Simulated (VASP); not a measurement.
# Co (P6_3/mmc) in VASP: further runs

Aim: see how the results for Co move with the level of theory and the settings. Levels: BLYP+D4, PBE exchange alone, RPBE+D4, PBE0, PBE. Tasks: single point.

Everything below comes from runs of VASP 6.6.1. Logs are shortened: lines on timing, memory, paths and dates and some standing lists are left out, and cuts for length are marked.

## (1) The cell of the first run

Symmetry: P6_3/mmc, No. 194, hexagonal system. Conventional cell: a = 2.455 Å, b = 2.455 Å, c = 3.994 Å, α = 90.00°, β = 90.00°, γ = 120.00°. Within 3.2 Å of Co (site symmetry -6m2) lie 12 Co at 2.45 to 2.46 Å.

## (2) Single point, BLYP+D4, collinear spin, ferromagnetic start

INCAR

```
PREC = Accurate
ENCUT = 520
EDIFF = 1E-6
ISMEAR = -1
SIGMA = 0.05
LREAL = False
LASPH = True
NELM = 150
ALGO = Fast
ISIF = 2
LWAVE = False
LCHARG = False
ISPIN = 2
MAGMOM = 2 2
LORBIT = 11
LMAXMIX = 4
GGA = B5
ALDAX = 1.0
AGGAX = 1.0
AGGAC = 1.0
ALDAC = 0.0
IVDW = 13
VDW_S6 = 1.0
VDW_S8 = 2.34076671
VDW_A1 = 0.44488865
VDW_A2 = 4.0933009
NBANDS = 20
```

KPOINTS

```
Automatic mesh
0
Gamma
  12 12 7
```

POSCAR

```
Co
1.0
    2.4554087999      0.0000000000      0.0000000000
   -1.2277044000      2.1264463974      0.0000000000
    0.0000000000      0.0000000000      3.9941557227
Co
2
Direct
    0.6666666667      0.3333333333      0.7500000000
    0.3333333333      0.6666666667      0.2500000000
```

Potentials or basis: VASP PAW PBE potentials, release 64 (Co).

Started as:

```sh
$ cat potpaw_PBE.64/Co/POTCAR > POTCAR
$ mpirun -np 1 vasp_std > vasp.out
```

OUTCAR:

```text
PREC = Accurate
   ENCUT = 520
   EDIFF = 1E-6
   ISMEAR = -1
   LREAL = False
   LASPH = True
   NELM = 150
   ISIF = 2
   ISPIN = 2
   LORBIT = 11
   GGA = B5
   IVDW = 13

 ion  position               nearest neighbor table
   1  0.667  0.333  0.750-   2 2.45   2 2.45   2 2.45   2 2.45   2 2.45   2 2.45
   2  0.333  0.667  0.250-   1 2.45   1 2.45   1 2.45   1 2.45   1 2.45   1 2.45

  LATTYP: Found a hexagonal cell.
 ALAT       =     2.4554087999
 C/A-ratio  =     1.6266764715

  Lattice vectors:

 A1 = (   2.4554087999,   0.0000000000,   0.0000000000)
 A2 = (  -1.2277044000,   2.1264463974,   0.0000000000)
 A3 = (   0.0000000000,   0.0000000000,   3.9941557227)

Analysis of symmetry for initial positions (statically):
=====================================================================
 Subroutine PRICEL returns:
 Original cell was already a primitive cell.

 Routine SETGRP: Setting up the symmetry group for a
 hexagonal supercell.

 Subroutine GETGRP returns: Found 24 space group operations
 (whereof 12 operations were pure point group operations)
 out of a pool of 24 trial point group operations.

The static configuration has the point symmetry D_3d.
 The point group associated with its full space group is D_6h.

Analysis of symmetry for dynamics (positions and initial velocities):
=====================================================================
 Subroutine PRICEL returns:
 Original cell was already a primitive cell.

 Routine SETGRP: Setting up the symmetry group for a
 hexagonal supercell.

 Subroutine GETGRP returns: Found 24 space group operations
 (whereof 12 operations were pure point group operations)
 out of a pool of 24 trial point group operations.

The dynamic configuration has the point symmetry D_3d.
 The point group associated with its full space group is D_6h.

Analysis of structural, dynamic, and magnetic symmetry:
=====================================================================
 Subroutine PRICEL returns:
 Original cell was already a primitive cell.

 Routine SETGRP: Setting up the symmetry group for a
 hexagonal supercell.

 Subroutine GETGRP returns: Found 24 space group operations
 (whereof 12 operations were pure point group operations)
 out of a pool of 24 trial point group operations.

The overall configuration has the point symmetry D_3d.
 The point group associated with its full space group is D_6h.

 Subroutine INISYM returns: Found 24 space group operations
 (whereof 12 operations are pure point group operations),
 and found     1 'primitive' translations

----------------------------------------------------------------------------------------

                                     Primitive cell

  volume of cell :      20.8547

  direct lattice vectors                    reciprocal lattice vectors
     2.455408800  0.000000000  0.000000000     0.407264159  0.235134072  0.000000000
    -1.227704400  2.126446397  0.000000000     0.000000000  0.470268144  0.000000000
     0.000000000  0.000000000  3.994155723     0.000000000  0.000000000  0.250365802

  length of vectors
     2.455408800  2.455408800  3.994155723     0.470268144  0.470268144  0.250365802

  position of ions in fractional coordinates (direct lattice)
     0.666666667  0.333333333  0.750000000
     0.333333333  0.666666667  0.250000000

  ion indices of the primitive-cell ions
   primitive index   ion index
                 1           1
                 2           2

----------------------------------------------------------------------------------------

 KPOINTS: Automatic mesh

Automatic generation of k-mesh.
 Grid dimensions read from file:
 generate k-points for:   12   12    7

 Generating k-lattice:

  Cartesian coordinates                     Fractional coordinates (reciprocal lattice)
     0.033938680  0.019594506  0.000000000     0.083333333  0.000000000  0.000000000
     0.000000000  0.039189012  0.000000000     0.000000000  0.083333333  0.000000000
     0.000000000  0.000000000  0.035766543     0.000000000  0.000000000  0.142857143

  Length of vectors
     0.039189012  0.039189012  0.035766543

  Shift w.r.t. Gamma in fractional coordinates (k-lattice)
     0.000000000  0.000000000  0.000000000

 Subroutine IBZKPT returns following result:
 ===========================================

 Found     76 irreducible k-points:

 Following reciprocal coordinates:
            Coordinates               Weight
  0.000000  0.000000  0.000000      1.000000
  0.083333  0.000000  0.000000      6.000000
  0.166667  0.000000  0.000000      6.000000
  0.250000  0.000000  0.000000      6.000000
  0.333333 -0.000000  0.000000      6.000000
  0.416667 -0.000000  0.000000      6.000000
[... 16 lines left out ...]
  0.250000  0.000000  0.142857     12.000000
  0.333333 -0.000000  0.142857     12.000000
 [... further k-points ...]
   k-points           NKPTS =     76   k-points in BZ     NKDIM =     76   number of bands    NBANDS=     20
   number of dos      NEDOS =    301   number of ions     NIONS =      2
   total plane-waves  NPLWV =   9720
   dimension x,y,z NGX =    18 NGY =   18 NGZ =   30
   dimension x,y,z NGXF=    36 NGYF=   36 NGZF=   60
   ions per type =               2
   NGX,Y,Z   is equivalent  to a cutoff of  12.19, 12.19, 12.49 a.u.
   NGXF,Y,Z  is equivalent  to a cutoff of  24.37, 24.37, 24.97 a.u.
 SYSTEM =  unknown system
   PREC   = accura    normal or accurate (medium, high low for compatibility)
   ISTART =      0    job   : 0-new  1-cont  2-samecut
   ICHARG =      2    charge: 1-file 2-atom 10-const
   ISPIN  =      2    spin polarized calculation?
   LNONCOLLINEAR =      F non collinear calculations
   LSORBIT =      F    spin-orbit coupling
   LASPH  =      T    aspherical Exc in radial PAW
   ENCUT  =  520.0 eV  38.22 Ry    6.18 a.u.   4.57  4.57  7.43*2*pi/ulx,y,z
   NELM   =    150;   NELMIN=  2; NELMDL= -5     # of ELM steps
   EDIFF  = 0.1E-05   stopping-criterion for ELM
   LREAL  =      F    real-space projection
   EDIFFG = 0.1E-04   stopping-criterion for IOM
   NSW    =      0    number of steps for IOM
   IBRION =     -1    ionic relax: 0-MD 1-quasi-New 2-CG
   NFREE  =      0    steps in history (QN), initial steepest desc. (CG)
   ISIF   =      2    stress and relaxation
   ISYM   =      2    0-nonsym 1-usesym 2-fastsym
   POTIM  = 0.5000    time-step for ionic-motion
   TEBEG  =    0.0;   TEEND  =   0.0 temperature during run
   PSTRESS=    0.0 pullay stress
   NELECT =      18.0000    total number of electrons
   NUPDOWN=      -1.0000    fix difference up-down
   EMIN   =  10.00;   EMAX   =-10.00  energy-range for DOS
   EFERMI =   0.00;   METHOD = LEGACY
   ISMEAR =    -1;   SIGMA  =   0.05  broadening in eV -4-tet -1-fermi 0-gaus
   EFERMI_NEDOS =   21; number of points for ismear=-14 and -15
   IALGO  =     68    algorithm
   IMIX   =      4    mixing-type and parameters
     AMIX     =   0.40;   BMIX     =  1.00
     AMIX_MAG =   1.60;   BMIX_MAG =  1.00
  volume/ion in A,a.u.               =      10.43        70.37
  Fermi-wavevector in a.u.,A,eV,Ry     =   1.558707  2.945530 33.056288  2.429569
  Thomas-Fermi vector in A             =   2.662172
   LORBIT       =     11    0 simple, 1 ext, 2 COOP (PROOUT), +10 PAW based schemes
   GGA     = B5    functional components
   LHFCALC =     F    Hartree Fock is set to
   AEXX    =    0.0000 exact exchange contribution
   IVDW    =    13    specifies the selected vdW correction
   LEPSILON=     F    determine dielectric tensor
   LRPA    =     F    only Hartree local field effects (RPA)
 spin polarized calculation
 RMM-DIIS sequential band-by-band and
  energy-cutoff  :      520.00
  volume of cell :       20.85
 maximum number of plane-waves:       576
   NGX =  9   NGY =  9   NGZ = 15

 number of electron      17.9999974 magnetization       3.0501987

 Free energy of the ion-electron system (eV)
  ---------------------------------------------------
  ext. energy  EPLUGINS =         0.00000000
  ---------------------------------------------------
  free energy    TOTEN  =       -12.02896678 eV

  energy without entropy =      -12.01291347  energy(sigma->0) =      -12.02094012

 E-fermi :  11.3020     XC(G=0): -13.0316

 val. band max:       11.3000210674   @ k =   0.4167   0.0833   0.4286
 cond. band min:      11.3104667248   @ k =   0.1667   0.0833   0.4286
 fundamental gap:      0.0104456573
 Fermi energy:        11.3019504862

 spin component 1

 k-point     1 :       0.0000    0.0000    0.0000
  band No.  band energies     occupation
      1       2.3287      1.00000
      2       6.0543      1.00000
      3       8.6591      1.00000
      4       8.7193      1.00000
      5       8.7193      1.00000
      6       9.0448      1.00000
[... 12 lines left out ...]
     19      38.2013      0.00000
     20      38.2013      0.00000
[... 507 lines left out ...]
 k-point    24 :       0.3333   -0.0000    0.1429
  band No.  band energies     occupation
      1       5.6132      1.00000
      2       6.8277      1.00000
      3       7.2432      1.00000
      4       8.0295      1.00000
      5       8.7748      1.00000
      6       8.8253      1.00000
[... 12 lines left out ...]
     19      35.2423      0.00000
     20      36.8489      0.00000

 [... further k-points ...]

 spin component 2

 k-point     1 :       0.0000    0.0000    0.0000
  band No.  band energies     occupation
      1       2.3691      1.00000
      2       6.9404      1.00000
      3      10.1631      1.00000
      4      10.2217      1.00000
      5      10.2217      1.00000
      6      10.5957      1.00000
[... 12 lines left out ...]
     19      38.5317      0.00000
     20      38.5318      0.00000
[... 507 lines left out ...]
 k-point    24 :       0.3333   -0.0000    0.1429
  band No.  band energies     occupation
      1       5.9098      1.00000
      2       7.9377      1.00000
      3       8.3161      1.00000
      4       9.2236      1.00000
      5      10.1361      1.00000
      6      10.3696      1.00000
[... 12 lines left out ...]
     19      35.5072      0.00000
     20      37.1957      0.00000

 [... further k-points ...]

------------------------ aborting loop because EDIFF is reached ----------------------------------------

  DFT-D4 for vdW energy calculation

  Edisp (eV):   -1.72353

  FORCE on cell =-STRESS in cart. coord.  units (eV):
  Direction    XX          YY          ZZ          XY          YZ          ZX
  --------------------------------------------------------------------------------------
  -------------------------------------------------------------------------------------
  Total       0.82345     0.82345     0.46172    -0.00000     0.00000     0.00000
  in kB      63.26242    63.26242    35.47204    -0.00000     0.00000     0.00000
  external pressure =       54.00 kB  Pullay stress =        0.00 kB

 VOLUME and BASIS-vectors are now :
 -----------------------------------------------------------------------------
  energy-cutoff  :      520.00
  volume of cell :       20.85
      direct lattice vectors                 reciprocal lattice vectors
     2.455408800  0.000000000  0.000000000     0.407264159  0.235134072  0.000000000
    -1.227704400  2.126446397  0.000000000     0.000000000  0.470268144  0.000000000
     0.000000000  0.000000000  3.994155723     0.000000000  0.000000000  0.250365802

 POSITION                                       TOTAL-FORCE (eV/Angst)
 -----------------------------------------------------------------------------------
      1.22770      0.70882      2.99562         0.000000     -0.000000      0.000000
     -0.00000      1.41763      0.99854        -0.000000      0.000000      0.000000
 -----------------------------------------------------------------------------------
    total drift:                                0.000000      0.000000     -0.000000

  FREE ENERGIE OF THE ION-ELECTRON SYSTEM (eV)
  ---------------------------------------------------
  free  energy   TOTEN  =       -13.7524971286 eV

  energy  without entropy=      -13.7364438156  energy(sigma->0) =      -13.74447047

 total charge

# of ion       s       p       d       tot
------------------------------------------
    1        0.500   0.535   7.345   8.380
    2        0.500   0.535   7.345   8.380
--------------------------------------------------
tot          1.000   1.071  14.689  16.760

 magnetization (x)

# of ion       s       p       d       tot
------------------------------------------
    1       -0.015  -0.049   1.598   1.534
    2       -0.015  -0.049   1.598   1.534
--------------------------------------------------
tot         -0.031  -0.098   3.195   3.067
```

It took 1.8 min on 1 thread of Intel Xeon 8259CL, shared host; peak memory 0.17 GiB.

Results:

| Item | Value |
| --- | --- |
| Free energy | -13.7525 eV |
| Pressure | 5.4 GPa |
| Net moment | 3.05 μB per cell |
| Site moments | Co +1.53 μB |
| Valence electrons inside the program's atomic spheres | Co 8.38 |
| Dispersion energy per atom | -0.862 eV |

Levels at points of the mesh, in eV from the Fermi level:
Spin up:
```tsv
k point	band 7	band 8	band 9	band 10	band 11	band 12	band 13	band 14
(0.00, 0.00, 0.00)	-2.26	-1.86	-1.86	-0.70	-0.70	0.08	6.72	22.75
(0.50, 0.00, 0.00)	-2.16	-0.54	-0.47	-0.39	1.59	3.67	10.13	10.75
```
Spin down:
```csv
k point,band 5,band 6,band 7,band 8,band 9,band 10
"(0.00, 0.00, 0.00)",-1.08,-0.71,-0.71,-0.23,-0.23,0.08
"(0.50, 0.00, 0.00)",-1.22,-1.13,-0.71,1.19,1.30,1.36
```

Caveat: the cell stands under pressure; the PAW data sets were made with another functional, which shifts forces and pressure a little.

## (3) Single point, PBE exchange alone, collinear spin, ferromagnetic start

INCAR

```
SYSTEM = Co
AGGAC = 0.0 ; ALDAC = 0.0
ALGO = Normal ; EDIFF = 1E-6
ENCUT = 520 ; GGA = PE
ISIF = 2 ; ISMEAR = -1
ISPIN = 2 ; LASPH = .True.
LCHARG = .False. ; LMAXMIX = 4
LORBIT = 11 ; LREAL = .False.
LWAVE = .False. ; MAGMOM = 2 2
NBANDS = 20 ; NELM = 150
PREC = Accurate ; SIGMA = 0.05
```

KPOINTS

```
k-points
0
Gamma
  12 12 7
  0 0 0
```

POSCAR is that of step 2.

Potentials or basis: VASP PAW PBE potentials, release 64 (Co).

Started as:

```sh
$ cat potpaw_PBE.64/Co/POTCAR > POTCAR
$ mpirun -np 1 vasp_std > vasp.out
```

OUTCAR:

```text
SYSTEM = Co
   EDIFF = 1E-6
   ENCUT = 520
   GGA = PE
   ISIF = 2
   ISMEAR = -1
   ISPIN = 2
   LASPH = .True.
   LORBIT = 11
   LREAL = .False.
   NELM = 150
   PREC = Accurate

 ion  position               nearest neighbor table
   1  0.667  0.333  0.750-   2 2.45   2 2.45   2 2.45   2 2.45   2 2.45   2 2.45
   2  0.333  0.667  0.250-   1 2.45   1 2.45   1 2.45   1 2.45   1 2.45   1 2.45

  LATTYP: Found a hexagonal cell.
 ALAT       =     2.4554087999
 C/A-ratio  =     1.6266764715

  Lattice vectors:

 A1 = (   2.4554087999,   0.0000000000,   0.0000000000)
 A2 = (  -1.2277044000,   2.1264463974,   0.0000000000)
 A3 = (   0.0000000000,   0.0000000000,   3.9941557227)

Analysis of symmetry for initial positions (statically):
=====================================================================
 Subroutine PRICEL returns:
 Original cell was already a primitive cell.

 Routine SETGRP: Setting up the symmetry group for a
 hexagonal supercell.

 Subroutine GETGRP returns: Found 24 space group operations
 (whereof 12 operations were pure point group operations)
 out of a pool of 24 trial point group operations.

The static configuration has the point symmetry D_3d.
 The point group associated with its full space group is D_6h.

Analysis of symmetry for dynamics (positions and initial velocities):
=====================================================================
 Subroutine PRICEL returns:
 Original cell was already a primitive cell.

 Routine SETGRP: Setting up the symmetry group for a
 hexagonal supercell.

 Subroutine GETGRP returns: Found 24 space group operations
 (whereof 12 operations were pure point group operations)
 out of a pool of 24 trial point group operations.

The dynamic configuration has the point symmetry D_3d.
 The point group associated with its full space group is D_6h.

Analysis of structural, dynamic, and magnetic symmetry:
=====================================================================
 Subroutine PRICEL returns:
 Original cell was already a primitive cell.

[... 150 lines left out ...]
  ---------------------------------------------------
  free energy    TOTEN  =       -10.04894050 eV

  energy without entropy =      -10.03440085  energy(sigma->0) =      -10.04167067

 E-fermi :  12.6591     XC(G=0): -11.8447

 val. band max:       12.6508254032   @ k =   0.4167   0.1667   0.4286
 cond. band min:      12.6605835942   @ k =   0.0000   0.0000   0.1429
 fundamental gap:      0.0097581909
 Fermi energy:        12.6590905588

 spin component 1

 k-point     1 :       0.0000    0.0000    0.0000
  band No.  band energies     occupation
      1       3.5520      1.00000
      2       7.2070      1.00000
      3       9.7625      1.00000
      4       9.8217      1.00000
      5       9.8217      1.00000
      6      10.1429      1.00000
[... 541 lines left out ...]
     19      36.4684      0.00000
     20      38.0761      0.00000

 [... further k-points ...]

 spin component 2

 k-point     1 :       0.0000    0.0000    0.0000
  band No.  band energies     occupation
      1       3.5108      1.00000
      2       8.2543      1.00000
      3      11.5924      1.00000
      4      11.6636      1.00000
      5      11.6636      1.00000
      6      12.0472      1.00000
[... 541 lines left out ...]
     19      36.7573      0.00000
     20      38.4408      0.00000

 [... further k-points ...]

------------------------ aborting loop because EDIFF is reached ----------------------------------------

  FORCE on cell =-STRESS in cart. coord.  units (eV):
  Direction    XX          YY          ZZ          XY          YZ          ZX
  --------------------------------------------------------------------------------------
  -------------------------------------------------------------------------------------
  Total        5.1249271      5.1249271      4.7486269     -0.0000000     -0.0000000      0.0000000
  in kB      393.7268535    393.7268535    364.8172694     -0.0000000     -0.0000000      0.0000000
  external PRESSURE =     384.0903255 kB  Pullay stress =       0.0000000 kB

 VOLUME and BASIS-vectors are now :
 -----------------------------------------------------------------------------
  energy-cutoff  :      520.00
  volume of cell :       20.85
      direct lattice vectors                 reciprocal lattice vectors
     2.455408800  0.000000000  0.000000000     0.407264159  0.235134072  0.000000000
    -1.227704400  2.126446397  0.000000000     0.000000000  0.470268144  0.000000000
     0.000000000  0.000000000  3.994155723     0.000000000  0.000000000  0.250365802

 POSITION                                       TOTAL-FORCE (eV/Angst)
 -----------------------------------------------------------------------------------
      1.22770      0.70882      2.99562        -0.000000     -0.000000      0.000000
     -0.00000      1.41763      0.99854         0.000000      0.000000      0.000000
 -----------------------------------------------------------------------------------
    total drift:                                0.000000      0.000000     -0.000000

  FREE ENERGIE OF THE ION-ELECTRON SYSTEM (eV)
  ---------------------------------------------------
  free  energy   TOTEN  =       -10.0489404958 eV

  energy  without entropy=      -10.0344008463  energy(sigma->0) =      -10.04167067

 total charge

# of ion       s       p       d       tot
------------------------------------------
    1        0.506   0.549   7.316   8.372
    2        0.506   0.549   7.316   8.372
--------------------------------------------------
tot          1.013   1.098  14.633  16.743

 magnetization (x)

# of ion       s       p       d       tot
------------------------------------------
    1       -0.016  -0.062   1.730   1.651
    2       -0.016  -0.062   1.730   1.651
--------------------------------------------------
tot         -0.033  -0.124   3.459   3.303
```

Wall time 1.7 min (1 thread of Intel Xeon 8259CL, shared host); peak memory 0.17 GiB.

What came out:

```yaml
Free_energy: -10.0489 eV
Pressure: 38.4 GPa
Net_moment: 3.27 μB per cell
Site_moments: Co +1.65 μB
Valence_electrons_inside_the_program's_atomic_spheres: Co 8.37
```

Stress tensor (GPa, compression positive):
```
39.37  0.00  0.00
 0.00 39.37  0.00
 0.00  0.00 36.48
```

Caveat: the cell stands under pressure.

(Part 1 of 2 ends here.)
